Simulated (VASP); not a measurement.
# CaO (F-43m) in VASP: further runs

Aim: see how the results for CaO move with the level of theory and the settings. Levels: PBE, LDA, r2SCAN, HSE06. Tasks: single point.

All numbers are computed with VASP 6.6.1; they aren't measurements. Logs are shortened: lines on timing, memory, paths and dates and some standing lists are left out, and cuts for length are marked.

### Step 1. The cell of the first run

Symmetry: F-43m, No. 216, cubic system. Conventional cell: a = 5.213 Å, b = 5.213 Å, c = 5.213 Å, α = 90.00°, β = 90.00°, γ = 90.00°. Within 3.0 Å of Ca (site symmetry -43m) lie 4 O at 2.26 Å. Within 3.0 Å of O (site symmetry -43m) lie 4 Ca at 2.26 Å.

### Step 2. Single point, PBE

File INCAR:

```
SYSTEM = CaO
  ALGO = Normal
  EDIFF = 1E-6
  ENCUT = 520
  GGA = PE
  ISIF = 2
  ISMEAR = 0
  LASPH = .True.
  LCHARG = .True.
  LELF = .True.
  LREAL = .False.
  LVHAR = .True.
  LWAVE = .False.
  NBANDS = 15
  NELM = 60
  PREC = Accurate
  SIGMA = 0.01
```

File KPOINTS:

```
k-points
0
Gamma
  4 4 4
  0 0 0
```

File POSCAR:

```
CaO
1.0
    0.0000000000      2.6067317390      2.6067317390
    2.6067317390      0.0000000000      2.6067317390
    2.6067317390      2.6067317390      0.0000000000
Ca O
1 1
Direct
    0.0000000000      0.0000000000      0.0000000000
    0.2500000000      0.2500000000      0.2500000000
```

Potentials or basis: VASP PAW PBE potentials, release 64 (Ca_sv, O).

Started as:

```sh
$ cat potpaw_PBE.64/Ca_sv/POTCAR potpaw_PBE.64/O/POTCAR > POTCAR
$ mpirun -np 1 vasp_std > vasp.out
```

OUTCAR:

```text
SYSTEM = CaO
   EDIFF = 1E-6
   ENCUT = 520
   GGA = PE
   ISIF = 2
   ISMEAR = 0
   LASPH = .True.
   LREAL = .False.
   NELM = 60
   PREC = Accurate

 ion  position               nearest neighbor table
   1  0.000  0.000  0.000-   2 2.26   2 2.26   2 2.26   2 2.26
   2  0.250  0.250  0.250-   1 2.26   1 2.26   1 2.26   1 2.26

  LATTYP: Found a face centered cubic cell.
 ALAT       =     5.2134634780

  Lattice vectors:

 A1 = (   0.0000000000,   2.6067317390,   2.6067317390)
 A2 = (   2.6067317390,   0.0000000000,   2.6067317390)
 A3 = (   2.6067317390,   2.6067317390,   0.0000000000)

Analysis of symmetry for initial positions (statically):
=====================================================================
 Subroutine PRICEL returns:
 Original cell was already a primitive cell.

 Routine SETGRP: Setting up the symmetry group for a
 face centered cubic supercell.

 Subroutine GETGRP returns: Found 24 space group operations
 (whereof 24 operations were pure point group operations)
 out of a pool of 48 trial point group operations.

The static configuration has the point symmetry T_d .

Analysis of symmetry for dynamics (positions and initial velocities):
=====================================================================
 Subroutine PRICEL returns:
 Original cell was already a primitive cell.

 Routine SETGRP: Setting up the symmetry group for a
 face centered cubic supercell.

 Subroutine GETGRP returns: Found 24 space group operations
 (whereof 24 operations were pure point group operations)
 out of a pool of 48 trial point group operations.

The dynamic configuration has the point symmetry T_d .

 Subroutine INISYM returns: Found 24 space group operations
 (whereof 24 operations are pure point group operations),
 and found     1 'primitive' translations

----------------------------------------------------------------------------------------

                                     Primitive cell

  volume of cell :      35.4257

  direct lattice vectors                    reciprocal lattice vectors
     0.000000000  2.606731739  2.606731739    -0.191811068  0.191811068  0.191811068
     2.606731739  0.000000000  2.606731739     0.191811068 -0.191811068  0.191811068
     2.606731739  2.606731739  0.000000000     0.191811068  0.191811068 -0.191811068

  length of vectors
     3.686475379  3.686475379  3.686475379     0.332226516  0.332226516  0.332226516

  position of ions in fractional coordinates (direct lattice)
     0.000000000  0.000000000  0.000000000
     0.250000000  0.250000000  0.250000000

  ion indices of the primitive-cell ions
   primitive index   ion index
                 1           1
                 2           2

----------------------------------------------------------------------------------------

 KPOINTS: k-points

Automatic generation of k-mesh.
 Grid dimensions read from file:
 generate k-points for:    4    4    4

 Generating k-lattice:

  Cartesian coordinates                     Fractional coordinates (reciprocal lattice)
    -0.047952767  0.047952767  0.047952767     0.250000000  0.000000000  0.000000000
     0.047952767 -0.047952767  0.047952767     0.000000000  0.250000000  0.000000000
     0.047952767  0.047952767 -0.047952767     0.000000000  0.000000000  0.250000000

  Length of vectors
     0.083056629  0.083056629  0.083056629

  Shift w.r.t. Gamma in fractional coordinates (k-lattice)
     0.000000000  0.000000000  0.000000000

 Subroutine IBZKPT returns following result:
 ===========================================

 Found      8 irreducible k-points:

 Following reciprocal coordinates:
            Coordinates               Weight
  0.000000  0.000000  0.000000      1.000000
  0.250000  0.000000  0.000000      8.000000
  0.500000  0.000000  0.000000      4.000000
  0.250000  0.250000  0.000000      6.000000
  0.500000  0.250000  0.000000     24.000000
 -0.250000  0.250000  0.000000     12.000000
  0.500000  0.500000  0.000000      3.000000
 -0.250000  0.500000  0.250000      6.000000
   k-points           NKPTS =      8   k-points in BZ     NKDIM =      8   number of bands    NBANDS=     15
   number of dos      NEDOS =    301   number of ions     NIONS =      2
   total plane-waves  NPLWV =  21952
   dimension x,y,z NGX =    28 NGY =   28 NGZ =   28
   dimension x,y,z NGXF=    56 NGYF=   56 NGZF=   56
   ions per type =               1   1
   NGX,Y,Z   is equivalent  to a cutoff of  12.63, 12.63, 12.63 a.u.
   NGXF,Y,Z  is equivalent  to a cutoff of  25.25, 25.25, 25.25 a.u.
 SYSTEM =  CaO
   PREC   = accura    normal or accurate (medium, high low for compatibility)
   ISTART =      0    job   : 0-new  1-cont  2-samecut
   ICHARG =      2    charge: 1-file 2-atom 10-const
   ISPIN  =      1    spin polarized calculation?
   LNONCOLLINEAR =      F non collinear calculations
   LSORBIT =      F    spin-orbit coupling
   LASPH  =      T    aspherical Exc in radial PAW
   ENCUT  =  520.0 eV  38.22 Ry    6.18 a.u.   6.85  6.85  6.85*2*pi/ulx,y,z
   NELM   =     60;   NELMIN=  2; NELMDL= -5     # of ELM steps
   EDIFF  = 0.1E-05   stopping-criterion for ELM
   LREAL  =      F    real-space projection
[... 7 lines left out ...]
   TEBEG  =    0.0;   TEEND  =   0.0 temperature during run
   PSTRESS=    0.0 pullay stress
   NELECT =      16.0000    total number of electrons
   NUPDOWN=      -1.0000    fix difference up-down
   EMIN   =  10.00;   EMAX   =-10.00  energy-range for DOS
   EFERMI =   0.00;   METHOD = LEGACY
   ISMEAR =     0;   SIGMA  =   0.01  broadening in eV -4-tet -1-fermi 0-gaus
   EFERMI_NEDOS =   21; number of points for ismear=-14 and -15
   IALGO  =     38    algorithm
   IMIX   =      4    mixing-type and parameters
     AMIX     =   0.40;   BMIX     =  1.00
     AMIX_MAG =   1.60;   BMIX_MAG =  1.00
  volume/ion in A,a.u.               =      17.71       119.53
  Fermi-wavevector in a.u.,A,eV,Ry     =   1.256055  2.373599 21.465543  1.577673
  Thomas-Fermi vector in A             =   2.389781
   LORBIT       =      0    0 simple, 1 ext, 2 COOP (PROOUT), +10 PAW based schemes
   GGA     = PE    functional components
   LHFCALC =     F    Hartree Fock is set to
   AEXX    =    0.0000 exact exchange contribution
   IVDW    =     0    specifies the selected vdW correction
   LEPSILON=     F    determine dielectric tensor
   LRPA    =     F    only Hartree local field effects (RPA)
 non-spin polarized calculation
 Gauss-broadening in eV      SIGMA  =   0.01
  energy-cutoff  :      520.00
  volume of cell :       35.43
 maximum number of plane-waves:       960
   NGX = 13   NGY = 13   NGZ = 13

 number of electron      15.9999998 magnetization

 Free energy of the ion-electron system (eV)
  ---------------------------------------------------
  ext. energy  EPLUGINS =         0.00000000
  ---------------------------------------------------
  free energy    TOTEN  =       -12.43836116 eV

  energy without entropy =      -12.43836116  energy(sigma->0) =      -12.43836116

 E-fermi :   0.6712     XC(G=0):  -9.0416

 val. band max:        0.4823041754   @ k =  -0.2500   0.5000   0.2500
 cond. band min:       3.8073762189   @ k =   0.0000   0.0000   0.0000
 fundamental gap:      3.3250720435
 Fermi energy:         0.6712280271

 k-point     1 :       0.0000    0.0000    0.0000
  band No.  band energies     occupation
      1     -36.6681      2.00000
      2     -17.6080      2.00000
      3     -17.6080      2.00000
      4     -17.6080      2.00000
      5     -14.3110      2.00000
      6      -0.1434      2.00000
      7      -0.1434      2.00000
      8      -0.1434      2.00000
      9       3.8074      0.00000
     10       8.4534      0.00000
     11       8.4534      0.00000
     12      10.0851      0.00000
     13      10.0851      0.00000
     14      10.0851      0.00000
     15      17.0382      0.00000

 k-point     2 :       0.2500    0.0000    0.0000
  band No.  band energies     occupation
      1     -36.6455      2.00000
      2     -17.9889      2.00000
      3     -17.6349      2.00000
      4     -17.6349      2.00000
      5     -13.9434      2.00000
      6      -0.5263      2.00000
      7      -0.0021      2.00000
      8      -0.0021      2.00000
      9       5.4763      0.00000
     10       8.1116      0.00000
     11       8.1116      0.00000
     12       9.4027      0.00000
     13      10.3150      0.00000
     14      10.3150      0.00000
     15      13.3928      0.00000

 k-point     3 :       0.5000    0.0000    0.0000
  band No.  band energies     occupation
      1     -36.6228      2.00000
      2     -18.3034      2.00000
      3     -17.6615      2.00000
      4     -17.6615      2.00000
      5     -13.6596      2.00000
      6      -0.5131      2.00000
      7       0.1166      2.00000
      8       0.1166      2.00000
      9       6.6200      0.00000
     10       8.3575      0.00000
     11       8.3575      0.00000
     12       8.7131      0.00000
     13       9.8628      0.00000
     14       9.8628      0.00000
     15      12.3727      0.00000
[... 55 lines left out ...]
 k-point     7 :       0.5000    0.5000    0.0000
  band No.  band energies     occupation
      1     -36.6079      2.00000
      2     -18.3751      2.00000
      3     -17.7460      2.00000
      4     -17.7460      2.00000
      5     -13.4606      2.00000
      6      -0.9483      2.00000
      7       0.4793      2.00000
      8       0.4793      2.00000
      9       5.4156      0.00000
     10       7.1123      0.00000
     11       9.4956      0.00000
     12       9.8179      0.00000
     13       9.8179      0.00000
     14      12.0755      0.00000
     15      13.8313      0.00000

 k-point     8 :      -0.2500    0.5000    0.2500
  band No.  band energies     occupation
      1     -36.6079      2.00000
      2     -18.3082      2.00000
      3     -17.8268      2.00000
      4     -17.7503      2.00000
      5     -13.4461      2.00000
      6      -0.3634      2.00000
      7      -0.0835      2.00000
      8       0.4823      2.00000
      9       5.4431      0.00000
     10       6.9210      0.00000
     11       9.0277      0.00000
     12       9.7086      0.00000
     13      10.4548      0.00000
     14      13.5762      0.00000
     15      13.7767      0.00000

------------------------ aborting loop because EDIFF is reached ----------------------------------------

  FORCE on cell =-STRESS in cart. coord.  units (eV):
  Direction    XX          YY          ZZ          XY          YZ          ZX
  --------------------------------------------------------------------------------------
  -------------------------------------------------------------------------------------
  Total        0.4077410      0.4077410      0.4077410      0.0000000      0.0000000      0.0000000
  in kB       18.4406384     18.4406384     18.4406384      0.0000000      0.0000000      0.0000000
  external PRESSURE =      18.4406384 kB  Pullay stress =       0.0000000 kB

 VOLUME and BASIS-vectors are now :
 -----------------------------------------------------------------------------
  energy-cutoff  :      520.00
  volume of cell :       35.43
      direct lattice vectors                 reciprocal lattice vectors
     0.000000000  2.606731739  2.606731739    -0.191811068  0.191811068  0.191811068
     2.606731739  0.000000000  2.606731739     0.191811068 -0.191811068  0.191811068
     2.606731739  2.606731739  0.000000000     0.191811068  0.191811068 -0.191811068

 POSITION                                       TOTAL-FORCE (eV/Angst)
 -----------------------------------------------------------------------------------
      0.00000      0.00000      0.00000         0.000000      0.000000      0.000000
      1.30337      1.30337      1.30337        -0.000000     -0.000000     -0.000000
 -----------------------------------------------------------------------------------
    total drift:                               -0.000000     -0.000000     -0.000000

  FREE ENERGIE OF THE ION-ELECTRON SYSTEM (eV)
  ---------------------------------------------------
  free  energy   TOTEN  =       -12.4383611553 eV

  energy  without entropy=      -12.4383611553  energy(sigma->0) =      -12.43836116
```

Run time: 5.9 s. Hardware: 1 thread of Intel Xeon Platinum 8488C (Sapphire Rapids), shared host; peak memory 0.15 GiB.

What came out:

* Free energy: -12.4384 eV
* Pressure: 1.8 GPa
* Band gap on the k mesh: 3.33 eV, indirect (least direct gap 3.95 eV)

Caveat: the k points lie up to 0.52 Å⁻¹ apart.

### Step 3. Single point, LDA

File INCAR:

```
SYSTEM = CaO
PREC     = Accurate       ! precision mode
ENCUT    = 520            ! plane-wave cutoff, eV
EDIFF    = 1E-7           ! SCF threshold, eV
ISMEAR   = 0              ! smearing method
SIGMA    = 0.01           ! smearing width, eV
LREAL    = .FALSE.        ! projectors in reciprocal space
LASPH    = .TRUE.         ! aspherical terms in the spheres
NELM     = 100            ! most SCF steps
ALGO     = Normal         ! electronic algorithm
ISIF     = 2              ! what is computed and relaxed
LWAVE    = .FALSE.        ! write WAVECAR
LCHARG   = .TRUE.         ! write CHGCAR
LELF     = .TRUE.         ! ELF
LVHAR    = .TRUE.       
NBANDS   = 15             ! bands
```

File KPOINTS:

```
Automatic mesh
0
G
  4 4 4
  0 0 0
```

POSCAR is that of step 2.

Potentials or basis: VASP PAW LDA potentials, release 64 (Ca_sv, O).

Started as:

```sh
$ cat potpaw_LDA.64/Ca_sv/POTCAR potpaw_LDA.64/O/POTCAR > POTCAR
$ mpirun -np 1 vasp_std > vasp.out
```

It took 5.1 s on 1 thread of Intel Xeon Platinum 8488C (Sapphire Rapids), shared host; peak memory 0.13 GiB.

It converged, with:

```yaml
Free_energy: -13.6704 eV
Pressure: -3.9 GPa
Band_gap_on_the_k_mesh: 3.14 eV, indirect (least direct gap 3.78 eV)
```

Levels at points of the mesh, in eV from the valence-band top:
| k point | band 4 | band 5 | band 6 | band 7 | band 8 | band 9 | band 10 | band 11 | band 12 | band 13 |
| --- | --- | --- | --- | --- | --- | --- | --- | --- | --- | --- |
| (0.00, 0.00, 0.00) | -17.81 | -14.46 | -0.65 | -0.65 | -0.65 | 3.14 | 7.90 | 7.90 | 9.55 | 9.55 |
| (0.50, 0.00, 0.00) | -17.87 | -13.78 | -1.03 | -0.38 | -0.38 | 5.98 | 7.78 | 7.78 | 8.06 | 9.35 |
| (0.50, 0.50, 0.00) | -17.96 | -13.57 | -1.48 | 0.00 | 0.00 | 4.73 | 6.51 | 8.97 | 9.30 | 9.30 |

Caveat: the k points lie up to 0.52 Å⁻¹ apart. As with any semilocal functional, this LDA gap is likely too small.

[end of part 1 of 2]
